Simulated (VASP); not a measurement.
A run of VASP 6.6.1:

File POSCAR:

```
InP
1.0
    0.0000000000      2.7466124180      2.7466124180
    2.7466124180      0.0000000000      2.7466124180
    2.7466124180      2.7466124180      0.0000000000
In P
1 1
Direct
    0.0000000000      0.0000000000      0.0000000000
    0.5000000000      0.5000000000      0.5000000000
```

Contents of INCAR.step1:

```
PREC     = Accurate       # precision mode
ENCUT    = 520            # plane-wave cutoff, eV
ISMEAR   = 0              # smearing method
SIGMA    = 0.1            # smearing width, eV
LREAL    = False          # projectors in reciprocal space
LASPH    = True           # aspherical terms in the spheres
NELM     = 100            # most SCF steps
NBANDS   = 16             # bands
GGA      = PE             # functional
ALGO     = Normal         # electronic algorithm
EDIFF    = 1E-4           # SCF threshold, eV
LWAVE    = True           # write WAVECAR
LCHARG   = False          # write CHGCAR
```

INCAR.step2

```
PREC     = Accurate       # precision mode
ENCUT    = 520            # plane-wave cutoff, eV
EDIFF    = 1E-6           # SCF threshold, eV
ISMEAR   = 0              # smearing method
SIGMA    = 0.1            # smearing width, eV
LREAL    = False          # projectors in reciprocal space
LASPH    = True           # aspherical terms in the spheres
NELM     = 100            # most SCF steps
ALGO     = Normal         # electronic algorithm
ISIF     = 2              # what is computed and relaxed
LWAVE    = False          # write WAVECAR
LCHARG   = False          # write CHGCAR
METAGGA  = R2SCAN         # meta-GGA
LMIXTAU  = True         
NBANDS   = 16             # bands
ISTART   = 1
```

Contents of KPOINTS:

```
regular mesh
0
Gamma
  12 12 12
```

Potentials or basis: VASP PAW PBE potentials, release 64 (In_d, P).

Launch:

```console
$ cat potpaw_PBE.64/In_d/POTCAR potpaw_PBE.64/P/POTCAR > POTCAR
$ cp INCAR.step1 INCAR
$ mpirun -np 1 vasp_std > vasp.out
$ cp INCAR.step2 INCAR
$ mpirun -np 1 vasp_std > vasp.out
```

Hardware: 1 thread of Intel(R) Xeon(R) Platinum 8488C (Sapphire Rapids) (shared host).

Problem. Estimate the wall time of this run.

Solution. Wall time 3.4 min on 1 thread of Intel(R) Xeon(R) Platinum 8488C (Sapphire Rapids) (shared host), peak memory 0.2 GiB. Counts: k points 72.
